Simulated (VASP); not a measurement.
# Fe (P6_3/mmc) in VASP: single point with PBEsol

Aim: the single point of Fe with PBEsol.

All numbers are computed with VASP 6.6.1; they aren't measurements. Logs are shortened: lines on timing, memory, paths and dates and some standing lists are left out, and cuts for length are marked.

## (1) The cell of the first run

It takes space group P6_3/mmc (No. 194, hexagonal). The conventional cell has a = 2.426 Å, b = 2.426 Å, c = 3.839 Å, α = 90.00°, β = 90.00°, γ = 120.00°. Fe (site symmetry -6m2) has 12 Fe at 2.38 to 2.43 Å within 3.1 Å.

This isn't the form of Fe at room conditions, which is bcc.

## (2) Single point, PBEsol, collinear spin, ferromagnetic start

INCAR reads:

```
PREC     = Accurate       # precision mode
ENCUT    = 520            # plane-wave cutoff, eV
EDIFF    = 1E-7           # SCF threshold, eV
ISMEAR   = -1             # smearing method
SIGMA    = 0.1            # smearing width, eV
LREAL    = F              # projectors in reciprocal space
LASPH    = T              # aspherical terms in the spheres
NELM     = 150            # most SCF steps
ALGO     = Normal         # electronic algorithm
ISIF     = 2              # what is computed and relaxed
LWAVE    = F              # write WAVECAR
LCHARG   = T              # write CHGCAR
ISPIN    = 2              # spin polarisation
MAGMOM   = 2.5 2.5        # initial moments
LORBIT   = 11             # projections on sites
LMAXMIX  = 4              # l up to which the mixer works
GGA      = PS             # functional
LELF     = T              # ELF
LVHAR    = T            
NBANDS   = 19             # bands
```

KPOINTS reads:

```
Automatic mesh
0
Gamma
  18 18 10
```

POSCAR reads:

```
Fe
1.0
    2.4257920424      0.0000000000      0.0000000000
   -1.2128960212      2.1007975330      0.0000000000
    0.0000000000      0.0000000000      3.8385567320
Fe
2
Direct
    0.3333333333      0.6666666667      0.2500000000
    0.6666666667      0.3333333333      0.7500000000
```

Potentials or basis: VASP PAW PBE potentials, release 64 (Fe).

Run with:

```sh
$ cat potpaw_PBE.64/Fe/POTCAR > POTCAR
$ mpirun -np 1 vasp_std > vasp.out
```

OUTCAR:

```text
PREC = Accurate
   ENCUT = 520
   EDIFF = 1E-7
   ISMEAR = -1
   LREAL = F
   LASPH = T
   NELM = 150
   ISIF = 2
   ISPIN = 2
   LORBIT = 11
   GGA = PS

 ion  position               nearest neighbor table
   1  0.333  0.667  0.250-   2 2.38   2 2.38   2 2.38   2 2.38   2 2.38   2 2.38
   2  0.667  0.333  0.750-   1 2.38   1 2.38   1 2.38   1 2.38   1 2.38   1 2.38

  LATTYP: Found a hexagonal cell.
 ALAT       =     2.4257920424
 C/A-ratio  =     1.5823931586

  Lattice vectors:

 A1 = (   2.4257920424,   0.0000000000,   0.0000000000)
 A2 = (  -1.2128960212,   2.1007975330,   0.0000000000)
 A3 = (   0.0000000000,   0.0000000000,   3.8385567320)

Analysis of symmetry for initial positions (statically):
=====================================================================
 Subroutine PRICEL returns:
 Original cell was already a primitive cell.

 Routine SETGRP: Setting up the symmetry group for a
 hexagonal supercell.

 Subroutine GETGRP returns: Found 24 space group operations
 (whereof 12 operations were pure point group operations)
 out of a pool of 24 trial point group operations.

The static configuration has the point symmetry D_3d.
 The point group associated with its full space group is D_6h.

Analysis of symmetry for dynamics (positions and initial velocities):
=====================================================================
 Subroutine PRICEL returns:
 Original cell was already a primitive cell.

 Routine SETGRP: Setting up the symmetry group for a
 hexagonal supercell.

 Subroutine GETGRP returns: Found 24 space group operations
 (whereof 12 operations were pure point group operations)
 out of a pool of 24 trial point group operations.

The dynamic configuration has the point symmetry D_3d.
 The point group associated with its full space group is D_6h.

Analysis of structural, dynamic, and magnetic symmetry:
=====================================================================
 Subroutine PRICEL returns:
 Original cell was already a primitive cell.

 Routine SETGRP: Setting up the symmetry group for a
 hexagonal supercell.

 Subroutine GETGRP returns: Found 24 space group operations
 (whereof 12 operations were pure point group operations)
 out of a pool of 24 trial point group operations.

The overall configuration has the point symmetry D_3d.
 The point group associated with its full space group is D_6h.

 Subroutine INISYM returns: Found 24 space group operations
 (whereof 12 operations are pure point group operations),
 and found     1 'primitive' translations

----------------------------------------------------------------------------------------

                                     Primitive cell

  volume of cell :      19.5617

  direct lattice vectors                    reciprocal lattice vectors
     2.425792042  0.000000000  0.000000000     0.412236491  0.238004849  0.000000000
    -1.212896021  2.100797533  0.000000000     0.000000000  0.476009698  0.000000000
     0.000000000  0.000000000  3.838556732     0.000000000  0.000000000  0.260514581

  length of vectors
     2.425792042  2.425792042  3.838556732     0.476009698  0.476009698  0.260514581

  position of ions in fractional coordinates (direct lattice)
     0.333333333  0.666666667  0.250000000
     0.666666667  0.333333333  0.750000000

  ion indices of the primitive-cell ions
   primitive index   ion index
                 1           1
                 2           2

----------------------------------------------------------------------------------------

 KPOINTS: Automatic mesh

Automatic generation of k-mesh.
 Grid dimensions read from file:
 generate k-points for:   18   18   10

 Generating k-lattice:

  Cartesian coordinates                     Fractional coordinates (reciprocal lattice)
     0.022902027  0.013222492  0.000000000     0.055555556  0.000000000  0.000000000
     0.000000000  0.026444983  0.000000000     0.000000000  0.055555556  0.000000000
     0.000000000  0.000000000  0.026051458     0.000000000  0.000000000  0.100000000

  Length of vectors
     0.026444983  0.026444983  0.026051458

  Shift w.r.t. Gamma in fractional coordinates (k-lattice)
     0.000000000  0.000000000  0.000000000

 Subroutine IBZKPT returns following result:
 ===========================================

 Found    222 irreducible k-points:

 Following reciprocal coordinates:
            Coordinates               Weight
  0.000000  0.000000  0.000000      1.000000
  0.055556 -0.000000  0.000000      6.000000
  0.111111 -0.000000  0.000000      6.000000
  0.166667 -0.000000  0.000000      6.000000
  0.222222 -0.000000  0.000000      6.000000
  0.277778 -0.000000  0.000000      6.000000
[... 16 lines left out ...]
  0.333333  0.111111  0.000000     12.000000
  0.388889  0.111111  0.000000     12.000000
 [... further k-points ...]
   k-points           NKPTS =    222   k-points in BZ     NKDIM =    222   number of bands    NBANDS=     19
   number of dos      NEDOS =    301   number of ions     NIONS =      2
   total plane-waves  NPLWV =   9720
   dimension x,y,z NGX =    18 NGY =   18 NGZ =   30
   dimension x,y,z NGXF=    36 NGYF=   36 NGZF=   60
   ions per type =               2
   NGX,Y,Z   is equivalent  to a cutoff of  12.34, 12.34, 12.99 a.u.
   NGXF,Y,Z  is equivalent  to a cutoff of  24.67, 24.67, 25.99 a.u.
 SYSTEM =  unknown system
   PREC   = accura    normal or accurate (medium, high low for compatibility)
   ISTART =      0    job   : 0-new  1-cont  2-samecut
   ICHARG =      2    charge: 1-file 2-atom 10-const
   ISPIN  =      2    spin polarized calculation?
   LNONCOLLINEAR =      F non collinear calculations
   LSORBIT =      F    spin-orbit coupling
   LASPH  =      T    aspherical Exc in radial PAW
   ENCUT  =  520.0 eV  38.22 Ry    6.18 a.u.   4.51  4.51  7.14*2*pi/ulx,y,z
   NELM   =    150;   NELMIN=  2; NELMDL= -5     # of ELM steps
   EDIFF  = 0.1E-06   stopping-criterion for ELM
   LREAL  =      F    real-space projection
   EDIFFG = 0.1E-05   stopping-criterion for IOM
   NSW    =      0    number of steps for IOM
   IBRION =     -1    ionic relax: 0-MD 1-quasi-New 2-CG
   NFREE  =      0    steps in history (QN), initial steepest desc. (CG)
   ISIF   =      2    stress and relaxation
   ISYM   =      2    0-nonsym 1-usesym 2-fastsym
   POTIM  = 0.5000    time-step for ionic-motion
   TEBEG  =    0.0;   TEEND  =   0.0 temperature during run
   PSTRESS=    0.0 pullay stress
   NELECT =      16.0000    total number of electrons
   NUPDOWN=      -1.0000    fix difference up-down
   EMIN   =  10.00;   EMAX   =-10.00  energy-range for DOS
   EFERMI =   0.00;   METHOD = LEGACY
   ISMEAR =    -1;   SIGMA  =   0.10  broadening in eV -4-tet -1-fermi 0-gaus
   EFERMI_NEDOS =   21; number of points for ismear=-14 and -15
   IALGO  =     38    algorithm
   IMIX   =      4    mixing-type and parameters
     AMIX     =   0.40;   BMIX     =  1.00
     AMIX_MAG =   1.60;   BMIX_MAG =  1.00
  volume/ion in A,a.u.               =       9.78        66.00
  Fermi-wavevector in a.u.,A,eV,Ry     =   1.531015  2.893200 31.892170  2.344008
  Thomas-Fermi vector in A             =   2.638419
   LORBIT       =     11    0 simple, 1 ext, 2 COOP (PROOUT), +10 PAW based schemes
   GGA     = PS    functional components
   LHFCALC =     F    Hartree Fock is set to
   AEXX    =    0.0000 exact exchange contribution
   IVDW    =     0    specifies the selected vdW correction
   LEPSILON=     F    determine dielectric tensor
   LRPA    =     F    only Hartree local field effects (RPA)
 spin polarized calculation
  energy-cutoff  :      520.00
  volume of cell :       19.56
 maximum number of plane-waves:       544
   NGX =  9   NGY =  9   NGZ = 15

 number of electron      16.0000007 magnetization      -0.0038275

 number of electron      16.0000007 magnetization       0.0013003

 Free energy of the ion-electron system (eV)
  ---------------------------------------------------
  ext. energy  EPLUGINS =         0.00000000
  ---------------------------------------------------
  free energy    TOTEN  =       -17.91039426 eV

  energy without entropy =      -17.82834862  energy(sigma->0) =      -17.86937144

 E-fermi :   7.2119     XC(G=0): -14.1943

 val. band max:        7.2093513823   @ k =   0.2778   0.1667   0.1000
 cond. band min:       7.2129711532   @ k =   0.2778   0.1667   0.0000
 fundamental gap:      0.0036197709
 Fermi energy:         7.2119159660

 spin component 1

 k-point     1 :       0.0000    0.0000    0.0000
  band No.  band energies     occupation
      1      -1.9812      1.00000
      2       2.0060      1.00000
      3       5.4559      1.00000
      4       5.4559      1.00000
      5       5.5855      1.00000
      6       5.9534      1.00000
[... 11 lines left out ...]
     18      34.1190      0.00000
     19      35.0246      0.00000

 k-point     2 :       0.0556   -0.0000    0.0000
  band No.  band energies     occupation
      1      -1.8621      1.00000
      2       2.0850      1.00000
      3       5.2732      1.00000
      4       5.5249      1.00000
      5       5.7411      1.00000
      6       5.9178      1.00000
[... 11 lines left out ...]
     18      34.1390      0.00000
     19      36.5762      0.00000

 k-point     3 :       0.1111   -0.0000    0.0000
  band No.  band energies     occupation
      1      -1.5114      1.00000
      2       2.3053      1.00000
      3       4.9998      1.00000
      4       5.7268      1.00000
      5       5.7655      1.00000
      6       5.7932      1.00000
[... 434 lines left out ...]
      1       2.2757      1.00000
      2       2.9001      1.00000
      3       3.0723      1.00000
      4       4.3618      1.00000
      5       5.1116      1.00000
      6       5.6916      1.00000
[... 11 lines left out ...]
     18      29.4445      0.00000
     19      32.7151      0.00000

 k-point    24 :       0.3889    0.1111    0.0000
  band No.  band energies     occupation
      1       2.5675      1.00000
      2       2.7825      1.00000
      3       2.9004      1.00000
      4       4.6231      1.00000
      5       5.0777      1.00000
      6       5.5709      1.00000
[... 11 lines left out ...]
     18      29.0844      0.00000
     19      32.3265      0.00000

 [... further k-points ...]

 spin component 2

 k-point     1 :       0.0000    0.0000    0.0000
  band No.  band energies     occupation
      1      -1.9812      1.00000
      2       2.0063      1.00000
      3       5.4564      1.00000
      4       5.4564      1.00000
      5       5.5860      1.00000
      6       5.9539      1.00000
[... 11 lines left out ...]
     18      34.1191      0.00000
     19      35.0247      0.00000

 k-point     2 :       0.0556   -0.0000    0.0000
  band No.  band energies     occupation
      1      -1.8621      1.00000
      2       2.0853      1.00000
      3       5.2737      1.00000
      4       5.5254      1.00000
      5       5.7416      1.00000
      6       5.9184      1.00000
[... 11 lines left out ...]
     18      34.1390      0.00000
     19      36.5763      0.00000

 k-point     3 :       0.1111   -0.0000    0.0000
  band No.  band energies     occupation
      1      -1.5114      1.00000
      2       2.3056      1.00000
      3       5.0003      1.00000
      4       5.7273      1.00000
      5       5.7658      1.00000
      6       5.7937      1.00000
[... 434 lines left out ...]
      1       2.2758      1.00000
      2       2.9004      1.00000
      3       3.0726      1.00000
      4       4.3620      1.00000
      5       5.1120      1.00000
      6       5.6920      1.00000
[... 11 lines left out ...]
     18      29.4445      0.00000
     19      32.7153      0.00000

 k-point    24 :       0.3889    0.1111    0.0000
  band No.  band energies     occupation
      1       2.5678      1.00000
      2       2.7828      1.00000
      3       2.9008      1.00000
      4       4.6233      1.00000
      5       5.0782      1.00000
      6       5.5713      1.00000
[... 11 lines left out ...]
     18      29.0843      0.00000
     19      32.3266      0.00000

 [... further k-points ...]
[... 5 lines left out ...]
  --------------------------------------------------------------------------------------
  -------------------------------------------------------------------------------------
  Total        0.1359419      0.1359419      0.1135762      0.0000000     -0.0000000      0.0000000
  in kB       11.1341773     11.1341773      9.3023386      0.0000000     -0.0000000      0.0000000
  external PRESSURE =      10.5235644 kB  Pullay stress =       0.0000000 kB

 VOLUME and BASIS-vectors are now :
 -----------------------------------------------------------------------------
  energy-cutoff  :      520.00
  volume of cell :       19.56
      direct lattice vectors                 reciprocal lattice vectors
     2.425792042  0.000000000  0.000000000     0.412236491  0.238004849  0.000000000
    -1.212896021  2.100797533  0.000000000     0.000000000  0.476009698  0.000000000
     0.000000000  0.000000000  3.838556732     0.000000000  0.000000000  0.260514581

 POSITION                                       TOTAL-FORCE (eV/Angst)
 -----------------------------------------------------------------------------------
     -0.00000      1.40053      0.95964        -0.000000     -0.000000      0.000000
      1.21290      0.70027      2.87892         0.000000      0.000000      0.000000
 -----------------------------------------------------------------------------------
    total drift:                                0.000000     -0.000000     -0.000000

  FREE ENERGIE OF THE ION-ELECTRON SYSTEM (eV)
  ---------------------------------------------------
  free  energy   TOTEN  =       -17.9103942561 eV

  energy  without entropy=      -17.8283486155  energy(sigma->0) =      -17.86937144

 total charge

# of ion       s       p       d       tot
------------------------------------------
    1        0.560   0.686   6.380   7.626
    2        0.560   0.686   6.380   7.626
--------------------------------------------------
tot          1.120   1.371  12.760  15.251

 magnetization (x)

# of ion       s       p       d       tot
------------------------------------------
    1       -0.000  -0.000   0.000   0.000
    2       -0.000  -0.000   0.000   0.000
--------------------------------------------------
tot         -0.000  -0.000   0.001   0.001
```

It took 3.5 min on 1 thread of Intel Xeon 8259CL, shared host; peak memory 0.23 GiB.

Results:

```
Free energy                                           : -17.9104 eV
Pressure                                              : 1.1 GPa
Band gap on the k mesh                                : zero (filled and empty bands overlap)
Net moment                                            : 0.00 μB per cell
Valence electrons inside the program's atomic spheres : Fe 7.63
```

Levels at points of the mesh, in eV from the Fermi level:
Spin up:
| k point | band 4 | band 5 | band 6 | band 7 | band 8 | band 9 | band 10 | band 11 | band 12 | band 13 |
| --- | --- | --- | --- | --- | --- | --- | --- | --- | --- | --- |
| (0.00, 0.00, 0.00) | -1.76 | -1.63 | -1.26 | -1.26 | -0.89 | -0.89 | 0.52 | 0.77 | 0.77 | 9.17 |
| (0.50, 0.00, 0.00) | -2.15 | -2.07 | -1.61 | -1.13 | 0.88 | 1.12 | 1.16 | 2.82 | 5.06 | 11.62 |
| (0.00, 0.00, 0.50) | -2.20 | -1.88 | -1.88 | -1.88 | -1.88 | 0.35 | 0.35 | 0.35 | 0.35 | 17.62 |
| (0.50, 0.00, 0.50) | -3.35 | -0.68 | -0.68 | 0.11 | 0.11 | 1.03 | 1.03 | 2.58 | 2.58 | 9.63 |
Spin down:
```tsv
k point	band 4	band 5	band 6	band 7	band 8	band 9	band 10	band 11	band 12	band 13
(0.00, 0.00, 0.00)	-1.76	-1.63	-1.26	-1.26	-0.89	-0.89	0.52	0.77	0.77	9.17
(0.50, 0.00, 0.00)	-2.15	-2.07	-1.61	-1.13	0.88	1.12	1.16	2.82	5.06	11.62
(0.00, 0.00, 0.50)	-2.20	-1.88	-1.88	-1.88	-1.88	0.35	0.35	0.35	0.35	17.62
(0.50, 0.00, 0.50)	-3.35	-0.68	-0.68	0.11	0.11	1.03	1.03	2.58	2.58	9.63
```

Caveat: the PAW data sets were made with another functional, which shifts forces and pressure a little.
